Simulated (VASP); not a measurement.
Here is a VASP 6.6.1 calculation.

POSCAR

```
SiO2
1.0
    4.3439363113      0.0000000000      0.0000000000
    0.0000000000      4.3439363113      0.0000000000
    0.0000000000      0.0000000000      2.7251197721
Si O
2 4
Direct
    0.0000000000      0.0000000000      0.0000000000
    0.5000000000      0.5000000000      0.5000000000
    0.3092298312      0.3092298312      0.0000000000
    0.1907701688      0.8092298312      0.5000000000
    0.6907701688      0.6907701688      0.0000000000
    0.8092298312      0.1907701688      0.5000000000
```

File INCAR.step1:

```
SYSTEM = SiO2
PREC = Accurate
ENCUT = 600
ISMEAR = 0
SIGMA = 0.02
LREAL = .False.
LASPH = .True.
NELM = 60
GGA = PE
ALGO = Normal
EDIFF = 1E-4
LWAVE = .True.
LCHARG = .False.
```

Contents of INCAR.step2:

```
SYSTEM = SiO2
PREC = Accurate
ENCUT = 600
EDIFF = 1E-6
ISMEAR = 0
SIGMA = 0.02
LREAL = .False.
LASPH = .True.
NELM = 60
ALGO = Normal
ISIF = 4
LWAVE = .False.
LCHARG = .False.
METAGGA = R2SCAN
LMIXTAU = .True.
IBRION = 2
NSW = 50
EDIFFG = -0.01
ISTART = 1
```

Contents of KPOINTS:

```
Automatic mesh
0
Gamma
  6 6 8
  0 0 0
```

Potentials or basis: VASP PAW PBE potentials, release 64 (Si, O).

Run with:

```sh
$ cat potpaw_PBE.64/Si/POTCAR potpaw_PBE.64/O/POTCAR > POTCAR
$ cp INCAR.step1 INCAR
$ mpirun -np 1 vasp_std > vasp.out
$ cp INCAR.step2 INCAR
$ mpirun -np 1 vasp_std > vasp.out
```

(1) What does it give for the band gap on the k mesh?

Answers

(1) 5.18 eV.
